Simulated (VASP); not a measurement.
# AlIn2As2P (P4/mmm) in VASP: a series of runs

The runs below take AlIn2As2P through single point, with PBE.

Program: VASP 6.6.1. These are calculated values, not measurements. Logs are shortened: lines on timing, memory, paths and dates and some standing lists are left out, and cuts for length are marked.

### 1 The cell of the first run

It takes space group P4/mmm (No. 123, tetragonal). Conventional cell: a = 5.229 Å, b = 5.229 Å, c = 5.839 Å, α = 90.00°, β = 90.00°, γ = 90.00°. Within 2.6 Å of Al (site symmetry 4/mmm) lie 2 In at 1.93 Å. Within 2.6 Å of In (site symmetry 4mm) lie 1 Al at 1.93 Å and 1 In at 1.99 Å. Within 5.0 Å of P (site symmetry 4/mmm) lie 8 In at 3.83 Å and 8 As at 3.92 Å and 8 Al at 4.71 Å. Within 3.4 Å of As (site symmetry mmm) lie 2 Al at 2.61 Å and 4 In at 3.25 Å.

### 2 Single point, PBE

Input file INCAR:

```
SYSTEM = AlIn2As2P
PREC     = Accurate       ! precision mode
ENCUT    = 520            ! plane-wave cutoff, eV
EDIFF    = 1E-7           ! SCF threshold, eV
ISMEAR   = 0              ! smearing method
SIGMA    = 0.1            ! smearing width, eV
LREAL    = .False.        ! projectors in reciprocal space
LASPH    = .True.         ! aspherical terms in the spheres
NELM     = 80             ! most SCF steps
ALGO     = Normal         ! electronic algorithm
ISIF     = 2              ! what is computed and relaxed
LWAVE    = .False.        ! write WAVECAR
LCHARG   = .False.        ! write CHGCAR
GGA      = PE             ! functional
NBANDS   = 31             ! bands
```

Input file KPOINTS:

```
Automatic mesh
0
Gamma
  4 4 4
  0 0 0
```

Input file POSCAR:

```
AlIn2As2P
1.0
    5.2290883200      0.0000000000      0.0000000000
    0.0000000000      5.2290883200      0.0000000000
    0.0000000000      0.0000000000      5.8387082100
Al In P As
1 2 1 2
Direct
    0.5000000000      0.5000000000      0.5000000000
    0.5000000000      0.5000000000      0.1702112800
    0.5000000000      0.5000000000      0.8297887200
    0.0000000000      0.0000000000      0.0000000000
    0.0000000000      0.5000000000      0.5000000000
    0.5000000000      0.0000000000      0.5000000000
```

Potentials or basis: VASP PAW PBE potentials, release 64 (Al, In_d, P, As).

Run with:

```console
> cat potpaw_PBE.64/Al/POTCAR potpaw_PBE.64/In_d/POTCAR potpaw_PBE.64/P/POTCAR potpaw_PBE.64/As/POTCAR > POTCAR
> mpirun -np 1 vasp_std > vasp.out
```

OUTCAR:

```text
SYSTEM = AlIn2As2P
   PREC = Accurate
   ENCUT = 520
   EDIFF = 1E-7
   ISMEAR = 0
   LREAL = .False.
   LASPH = .True.
   NELM = 80
   ISIF = 2
   GGA = PE

 ion  position               nearest neighbor table
   1  0.500  0.500  0.500-   2 1.93   3 1.93   5 2.61   6 2.61   6 2.61   5 2.61
   2  0.500  0.500  0.170-   1 1.93   3 1.99   5 3.25   6 3.25   6 3.25   5 3.25   3 3.85
   3  0.500  0.500  0.830-   1 1.93   2 1.99   5 3.25   6 3.25   6 3.25   5 3.25   2 3.85
   4  0.000  0.000  0.000-
   5  0.000  0.500  0.500-   1 2.61   1 2.61   3 3.25   2 3.25   2 3.25   3 3.25
   6  0.500  0.000  0.500-   1 2.61   1 2.61   3 3.25   2 3.25   2 3.25   3 3.25

 -----------------------------------------------------------------------------
|                                                                             |
|           W    W    AA    RRRRR   N    N  II  N    N   GGGG   !!!           |
|           W    W   A  A   R    R  NN   N  II  NN   N  G    G  !!!           |
|           W    W  A    A  R    R  N N  N  II  N N  N  G       !!!           |
|           W WW W  AAAAAA  RRRRR   N  N N  II  N  N N  G  GGG   !            |
|           WW  WW  A    A  R   R   N   NN  II  N   NN  G    G                |
|           W    W  A    A  R    R  N    N  II  N    N   GGGG   !!!           |
|                                                                             |
|     The distance between some ions is very small. Please check the          |
|     nearest-neighbor list in the OUTCAR file.                               |
|     I HOPE YOU KNOW WHAT YOU ARE DOING!                                     |
|                                                                             |
 -----------------------------------------------------------------------------

  LATTYP: Found a simple tetragonal cell.
 ALAT       =     5.2290883200
 C/A-ratio  =     1.1165824428

  Lattice vectors:

 A1 = (   5.2290883200,   0.0000000000,   0.0000000000)
 A2 = (   0.0000000000,   5.2290883200,   0.0000000000)
 A3 = (   0.0000000000,   0.0000000000,   5.8387082100)

Analysis of symmetry for initial positions (statically):
=====================================================================
 Subroutine PRICEL returns:
 Original cell was already a primitive cell.

 Routine SETGRP: Setting up the symmetry group for a
 simple tetragonal supercell.

 Subroutine GETGRP returns: Found 16 space group operations
 (whereof 16 operations were pure point group operations)
 out of a pool of 16 trial point group operations.

The static configuration has the point symmetry D_4h.

Analysis of symmetry for dynamics (positions and initial velocities):
=====================================================================
 Subroutine PRICEL returns:
 Original cell was already a primitive cell.

 Routine SETGRP: Setting up the symmetry group for a
 simple tetragonal supercell.

 Subroutine GETGRP returns: Found 16 space group operations
 (whereof 16 operations were pure point group operations)
 out of a pool of 16 trial point group operations.

The dynamic configuration has the point symmetry D_4h.

 Subroutine INISYM returns: Found 16 space group operations
 (whereof 16 operations are pure point group operations),
 and found     1 'primitive' translations

----------------------------------------------------------------------------------------

                                     Primitive cell

  volume of cell :     159.6499

  direct lattice vectors                    reciprocal lattice vectors
     5.229088320  0.000000000  0.000000000     0.191237925  0.000000000  0.000000000
     0.000000000  5.229088320  0.000000000     0.000000000  0.191237925  0.000000000
     0.000000000  0.000000000  5.838708210     0.000000000  0.000000000  0.171270761

  length of vectors
     5.229088320  5.229088320  5.838708210     0.191237925  0.191237925  0.171270761

  position of ions in fractional coordinates (direct lattice)
     0.500000000  0.500000000  0.500000000
     0.500000000  0.500000000  0.170211280
     0.500000000  0.500000000  0.829788720
     0.000000000  0.000000000  0.000000000
     0.000000000  0.500000000  0.500000000
     0.500000000  0.000000000  0.500000000

  ion indices of the primitive-cell ions
   primitive index   ion index
                 1           1
                 2           2
                 3           3
                 4           4
                 5           5
                 6           6

----------------------------------------------------------------------------------------

 KPOINTS: Automatic mesh

Automatic generation of k-mesh.
 Grid dimensions read from file:
 generate k-points for:    4    4    4

 Generating k-lattice:

  Cartesian coordinates                     Fractional coordinates (reciprocal lattice)
     0.047809481  0.000000000  0.000000000     0.250000000  0.000000000  0.000000000
     0.000000000  0.047809481  0.000000000     0.000000000  0.250000000  0.000000000
     0.000000000  0.000000000  0.042817690     0.000000000  0.000000000  0.250000000

  Length of vectors
     0.047809481  0.047809481  0.042817690

  Shift w.r.t. Gamma in fractional coordinates (k-lattice)
     0.000000000  0.000000000  0.000000000

 Subroutine IBZKPT returns following result:
 ===========================================

 Found     18 irreducible k-points:

 Following reciprocal coordinates:
            Coordinates               Weight
  0.000000  0.000000  0.000000      1.000000
  0.250000  0.000000  0.000000      4.000000
  0.500000  0.000000  0.000000      2.000000
  0.250000  0.250000  0.000000      4.000000
  0.500000  0.250000  0.000000      4.000000
  0.500000  0.500000  0.000000      1.000000
[... 10 lines left out ...]
  0.500000  0.250000  0.500000      4.000000
  0.500000  0.500000  0.500000      1.000000
   k-points           NKPTS =     18   k-points in BZ     NKDIM =     18   number of bands    NBANDS=     31
   number of dos      NEDOS =    301   number of ions     NIONS =      6
   total plane-waves  NPLWV =  76800
   dimension x,y,z NGX =    40 NGY =   40 NGZ =   48
   dimension x,y,z NGXF=    80 NGYF=   80 NGZF=   96
   ions per type =               1   2   1   2
   NGX,Y,Z   is equivalent  to a cutoff of  12.72, 12.72, 13.67 a.u.
   NGXF,Y,Z  is equivalent  to a cutoff of  25.43, 25.43, 27.33 a.u.
 SYSTEM =  AlIn2As2P
   PREC   = accura    normal or accurate (medium, high low for compatibility)
   ISTART =      0    job   : 0-new  1-cont  2-samecut
   ICHARG =      2    charge: 1-file 2-atom 10-const
   ISPIN  =      1    spin polarized calculation?
   LNONCOLLINEAR =      F non collinear calculations
   LSORBIT =      F    spin-orbit coupling
   LASPH  =      T    aspherical Exc in radial PAW
   ENCUT  =  520.0 eV  38.22 Ry    6.18 a.u.   9.72  9.72 10.86*2*pi/ulx,y,z
   NELM   =     80;   NELMIN=  2; NELMDL= -5     # of ELM steps
   EDIFF  = 0.1E-06   stopping-criterion for ELM
   LREAL  =      F    real-space projection
   EDIFFG = 0.1E-05   stopping-criterion for IOM
   NSW    =      0    number of steps for IOM
   IBRION =     -1    ionic relax: 0-MD 1-quasi-New 2-CG
   NFREE  =      0    steps in history (QN), initial steepest desc. (CG)
   ISIF   =      2    stress and relaxation
   ISYM   =      2    0-nonsym 1-usesym 2-fastsym
   POTIM  = 0.5000    time-step for ionic-motion
   TEBEG  =    0.0;   TEEND  =   0.0 temperature during run
   PSTRESS=    0.0 pullay stress
   NELECT =      44.0000    total number of electrons
   NUPDOWN=      -1.0000    fix difference up-down
   EMIN   =  10.00;   EMAX   =-10.00  energy-range for DOS
   EFERMI =   0.00;   METHOD = LEGACY
   ISMEAR =     0;   SIGMA  =   0.10  broadening in eV -4-tet -1-fermi 0-gaus
   EFERMI_NEDOS =   21; number of points for ismear=-14 and -15
   IALGO  =     38    algorithm
   IMIX   =      4    mixing-type and parameters
     AMIX     =   0.40;   BMIX     =  1.00
     AMIX_MAG =   1.60;   BMIX_MAG =  1.00
  volume/ion in A,a.u.               =      26.61       179.56
  Fermi-wavevector in a.u.,A,eV,Ry     =   1.065376  2.013268 15.442960  1.135026
  Thomas-Fermi vector in A             =   2.200925
   LORBIT       =      0    0 simple, 1 ext, 2 COOP (PROOUT), +10 PAW based schemes
   GGA     = PE    functional components
   LHFCALC =     F    Hartree Fock is set to
   AEXX    =    0.0000 exact exchange contribution
   IVDW    =     0    specifies the selected vdW correction
   LEPSILON=     F    determine dielectric tensor
   LRPA    =     F    only Hartree local field effects (RPA)
 non-spin polarized calculation
 Gauss-broadening in eV      SIGMA  =   0.10
  energy-cutoff  :      520.00
  volume of cell :      159.65
 maximum number of plane-waves:      4345
 NGX is ok and might be reduce to    40
   NGX = 19   NGY = 19   NGZ = 21

 number of electron      44.0000004 magnetization

 Free energy of the ion-electron system (eV)
  ---------------------------------------------------
  ext. energy  EPLUGINS =         0.00000000
  ---------------------------------------------------
  free energy    TOTEN  =        -6.19183660 eV

  energy without entropy =       -6.15665383  energy(sigma->0) =       -6.17424521

 E-fermi :   4.1489     XC(G=0):  -9.0331

 val. band max:        4.1381462777   @ k =   0.2500   0.0000   0.0000
 cond. band min:       4.1566751044   @ k =   0.2500   0.0000   0.2500
 fundamental gap:      0.0185288268
 Fermi energy:         4.1489277151

 k-point     1 :       0.0000    0.0000    0.0000
  band No.  band energies     occupation
      1     -15.0404      2.00000
      2     -13.3427      2.00000
      3     -13.3427      2.00000
      4     -11.6664      2.00000
      5     -11.6433      2.00000
      6     -11.2586      2.00000
[... 23 lines left out ...]
     30       8.6586      0.00000
     31       8.7755      0.00000

 k-point     2 :       0.2500    0.0000    0.0000
  band No.  band energies     occupation
      1     -15.0401      2.00000
      2     -13.3458      2.00000
      3     -13.3426      2.00000
      4     -11.6628      2.00000
      5     -11.6442      2.00000
      6     -11.2571      2.00000
[... 536 lines left out ...]
 k-point    18 :       0.5000    0.5000    0.5000
  band No.  band energies     occupation
      1     -14.8891      2.00000
      2     -13.3351      2.00000
      3     -13.3351      2.00000
      4     -11.6456      2.00000
      5     -11.6441      2.00000
      6     -11.2588      2.00000
[... 23 lines left out ...]
     30       9.6420      0.00000
     31       9.6420      0.00000

------------------------ aborting loop because EDIFF is reached ----------------------------------------

  FORCE on cell =-STRESS in cart. coord.  units (eV):
  Direction    XX          YY          ZZ          XY          YZ          ZX
  --------------------------------------------------------------------------------------
  -------------------------------------------------------------------------------------
  Total       -5.8577964     -5.8577964     96.7222667      0.0000000      0.0000000      0.0000000
  in kB      -58.7863004    -58.7863004    970.6626565      0.0000000      0.0000000      0.0000000
  external PRESSURE =     284.3633519 kB  Pullay stress =       0.0000000 kB

 VOLUME and BASIS-vectors are now :
 -----------------------------------------------------------------------------
  energy-cutoff  :      520.00
  volume of cell :      159.65
      direct lattice vectors                 reciprocal lattice vectors
     5.229088320  0.000000000  0.000000000     0.191237925  0.000000000  0.000000000
     0.000000000  5.229088320  0.000000000     0.000000000  0.191237925  0.000000000
     0.000000000  0.000000000  5.838708210     0.000000000  0.000000000  0.171270761

 POSITION                                       TOTAL-FORCE (eV/Angst)
 -----------------------------------------------------------------------------------
      2.61454      2.61454      2.91935         0.000000      0.000000      0.000000
      2.61454      2.61454      0.99381         0.000000      0.000000      5.973370
      2.61454      2.61454      4.84489         0.000000     -0.000000     -5.973370
      0.00000      0.00000      0.00000         0.000000      0.000000      0.000000
      0.00000      2.61454      2.91935         0.000000      0.000000      0.000000
      2.61454      0.00000      2.91935         0.000000      0.000000      0.000000
 -----------------------------------------------------------------------------------
    total drift:                               -0.000000     -0.000000      0.000000

  FREE ENERGIE OF THE ION-ELECTRON SYSTEM (eV)
  ---------------------------------------------------
  free  energy   TOTEN  =        -6.1918366013 eV

  energy  without entropy=       -6.1566538272  energy(sigma->0) =       -6.17424521
```

It took 50 s on 1 thread of Intel Xeon 6975P-C (Granite Rapids), shared host; peak memory 0.3 GiB.

What came out:

| Quantity | Value |
| --- | --- |
| Free energy | -6.1918 eV |
| Pressure | 28.4 GPa |
| Largest force | 5.973 eV/Å |
| Band gap on the k mesh | zero (band 22 reaches 4.75 eV, above the bottom of band 23 at 3.61 eV) |

Forces in eV/Å, atoms in the order of the input:
```
Al   0.000  0.000  0.000
In   0.000  0.000  5.973
In   0.000  0.000 -5.973
P    0.000  0.000  0.000
As   0.000  0.000  0.000
As   0.000  0.000  0.000
```

Levels at points of the mesh, in eV from the Fermi level:
```csv
k point,band 19,band 20,band 21,band 22,band 23,band 24,band 25,band 26
"(0.00, 0.00, 0.00)",-0.72,-0.72,-0.57,-0.30,0.38,0.38,1.82,2.53
"(0.50, 0.00, 0.00)",-1.47,-1.07,-0.23,0.20,0.30,0.38,0.43,1.44
"(0.50, 0.50, 0.00)",-1.76,-1.71,-1.71,-0.56,-0.54,1.35,1.35,1.47
"(0.00, 0.00, 0.50)",-1.46,-1.46,-0.60,-0.58,0.20,0.20,1.35,1.35
"(0.50, 0.00, 0.50)",-1.35,-1.01,-0.66,-0.46,-0.25,0.32,0.60,1.70
"(0.50, 0.50, 0.50)",-0.53,-0.38,0.60,0.60,0.64,0.92,1.49,2.18
```

Caveat: spin-orbit coupling is left out, which moves the levels of the heavy elements; forces of over 1 eV/Å act on the atoms, so gaps and moduli don't describe the material at rest.

### 3 Single point, PBE

This run uses another cell than the first one, of 30.57 Å³/atom, 1.149 times its volume.

Input file INCAR:

```
ALGO     = Normal         # electronic algorithm
EDIFF    = 1E-7           # SCF threshold, eV
ENCUT    = 520            # plane-wave cutoff, eV
GGA      = PE             # functional
ISIF     = 2              # what is computed and relaxed
ISMEAR   = 0              # smearing method
LASPH    = T              # aspherical terms in the spheres
LCHARG   = T              # write CHGCAR
LELF     = T              # ELF
LREAL    = F              # projectors in reciprocal space
LVHAR    = T            
LWAVE    = F              # write WAVECAR
NBANDS   = 31             # bands
NELM     = 100            # most SCF steps
PREC     = Accurate       # precision mode
SIGMA    = 0.1            # smearing width, eV
```

Input file KPOINTS:

```
k-points
0
Gamma
  4 4 4
```

Input file POSCAR:

```
AlIn2As2P
1.0
    4.6042763157      0.0000000000      0.0000000000
    0.0000000000      4.6042763157      0.0000000000
    0.0000000000      0.0000000000      8.6529191464
Al In P As
1 2 1 2
Direct
    0.5000000000      0.5000000000      0.5000000000
    0.5000000000      0.5000000000      0.1689769542
    0.5000000000      0.5000000000      0.8310230458
    0.0000000000      0.0000000000      0.0000000000
    0.0000000000      0.5000000000      0.5000000000
    0.5000000000      0.0000000000      0.5000000000
```

Potentials or basis: VASP PAW PBE potentials, release 64 (Al, In_d, P, As).

Run with:

```console
> cat potpaw_PBE.64/Al/POTCAR potpaw_PBE.64/In_d/POTCAR potpaw_PBE.64/P/POTCAR potpaw_PBE.64/As/POTCAR > POTCAR
> mpirun -np 1 vasp_std > vasp.out
```

It took 46 s on 1 thread of Intel Xeon 6975P-C (Granite Rapids), shared host; peak memory 0.32 GiB.

Results (log left out):

* Free energy: -19.0235 eV
* Pressure: 0.0 GPa
* Largest force: 0.008 eV/Å
* Band gap on the k mesh: zero (band 22 reaches 3.43 eV, above the bottom of band 23 at 2.47 eV)

Forces in eV/Å, atoms in the order of the input:
```
Al   0.000  0.000  0.000
In   0.000  0.000  0.008
In   0.000  0.000 -0.008
P    0.000  0.000  0.000
As   0.000  0.000  0.000
As   0.000  0.000  0.000
```

Levels at points of the mesh, in eV from the Fermi level:
```
           k point  band 18  band 19  band 20  band 21  band 22  band 23  band 24  band 25  band 26  band 27
(0.00, 0.00, 0.00)    -1.06    -0.89    -0.49    -0.49     0.50     0.93     1.33     1.33     1.87     3.19
(0.50, 0.00, 0.00)    -2.00    -0.96    -0.63    -0.04     0.05     0.13     0.24     1.27     1.80     2.79
(0.50, 0.50, 0.00)    -1.91    -1.91    -1.47    -1.47    -0.09     0.68     1.56     2.42     3.27     3.27
(0.00, 0.00, 0.50)    -2.71    -0.55    -0.55    -0.51     0.49     1.33     1.33     1.47     2.62     3.56
(0.50, 0.00, 0.50)    -2.30    -1.70    -0.98    -0.95    -0.41     0.12     0.71     2.21     2.32     2.39
(0.50, 0.50, 0.50)    -2.30    -2.04    -1.07    -0.77    -0.77     0.00     0.68     1.99     1.99     3.33
```

Caveat: spin-orbit coupling is left out, which moves the levels of the heavy elements.
